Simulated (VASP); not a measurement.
A run of VASP 6.6.1:

Contents of INCAR:

```
ALGO = Normal
EDIFF = 1E-6
ENCUT = 520
GGA = PS
ISIF = 2
ISMEAR = 0
IVDW = 12
LASPH = True
LCHARG = False
LREAL = False
LWAVE = False
NBANDS = 11
NELM = 80
PREC = Accurate
SIGMA = 0.05
```

File KPOINTS:

```
k-points
0
Gamma
  10 10 10
```

Contents of POSCAR:

```
AlN
1.0
    0.0000000000      1.9780005664      1.9780005664
    1.9780005664      0.0000000000      1.9780005664
    1.9780005664      1.9780005664      0.0000000000
Al N
1 1
Direct
    0.0000000000      0.0000000000      0.0000000000
    0.5000000000      0.5000000000      0.5000000000
```

Potentials or basis: VASP PAW PBE potentials, release 64 (Al, N).

The run is started by

```console
$ cat potpaw_PBE.64/Al/POTCAR potpaw_PBE.64/N/POTCAR > POTCAR
$ mpirun -np 1 vasp_std > vasp.out
```

Hardware: 1 thread of Intel(R) Xeon(R) 6975P-C (Granite Rapids), with other jobs on the host.

Q: How long does it take, and how much memory?

A: Wall time 3 s on 1 thread of Intel(R) Xeon(R) 6975P-C (Granite Rapids), with other jobs on the host, peak memory 0.14 GiB. Counts: scf iterations 12, k points 47.
